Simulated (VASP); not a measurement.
Input of a VASP 6.6.1 run:

The input INCAR:

```
PREC = Accurate
ENCUT = 520
EDIFF = 1E-7
ISMEAR = -1
SIGMA = 0.05
LREAL = False
LASPH = True
NELM = 100
ALGO = Normal
ISIF = 2
LWAVE = False
LCHARG = False
GGA = PE
NBANDS = 30
```

KPOINTS

```
Automatic mesh
0
Gamma
  6 6 6
```

POSCAR

```
CsSnI3
1.0
    6.2057000000      0.0000000000      0.0000000000
    0.0000000000      6.2057000000      0.0000000000
    0.0000000000      0.0000000000      6.2057000000
Cs I Sn
1 3 1
Direct
    0.0000000000      0.0000000000      0.0000000000
    0.5000000000      0.5000000000      0.0000000000
    0.5000000000      0.0000000000      0.5000000000
    0.0000000000      0.5000000000      0.5000000000
    0.5000000000      0.5000000000      0.5000000000
```

Potentials or basis: VASP PAW PBE potentials, release 64 (Cs_sv, I, Sn_d).

Launch:

```bash
$ cat potpaw_PBE.64/Cs_sv/POTCAR potpaw_PBE.64/I/POTCAR potpaw_PBE.64/Sn_d/POTCAR > POTCAR
$ mpirun -np 1 vasp_std > vasp.out
```

(1) Estimate the pressure.

(2) What does it give for the band gap on the k mesh?

Results:

(1) 0.6 GPa.

(2) 0.31 eV.

Caveat: spin-orbit coupling is left out, which moves the levels of the heavy elements.
